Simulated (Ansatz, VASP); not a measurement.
**One calculation of Ir, two programs**

```xyz
1
Lattice="0.0000 1.9687 1.8699 1.9687 0.0000 1.8699 1.9687 1.9687 0.0000" Properties=species:S:1:pos:R:3 pbc="T T T"
Ir    0.0000    0.0000    0.0000
```

Alike in both runs: task single point; functional PBE; k mesh 22 × 22 × 22; occupations gaussian, width 0.15 eV; no spin polarisation.

|  | VASP | Ansatz |
| --- | --- | --- |
| version | VASP 6.6.1 | Ansatz 0.2.0 |
| potentials or method | VASP PAW PBE potentials, release 64 (Ir), cutoff 520 eV | scalar-relativistic, plane waves, PAW |
| valence electrons in the cell | 9 | 17 |

VASP gave:

| Quantity | Value |
| --- | --- |
| gap on the k mesh at the Fermi level (eV) | none |
| pressure (GPa) | 1.2 |
| traceless stress, the component that is largest in VASP (GPa) | 11.56 |

What did Ansatz give for the same quantities?

gap on the k mesh at the Fermi level (eV): none; pressure (GPa): 0.7; traceless stress, the component that is largest in VASP (GPa): 11.63.

A gap of «none» marks a metal or a gap that the smearing closes. VASP's potentials hold 9 valence electrons a cell and Ansatz's 17, so a difference there can come from the potentials and not from the codes.

Neither program's run includes spin-orbit coupling.
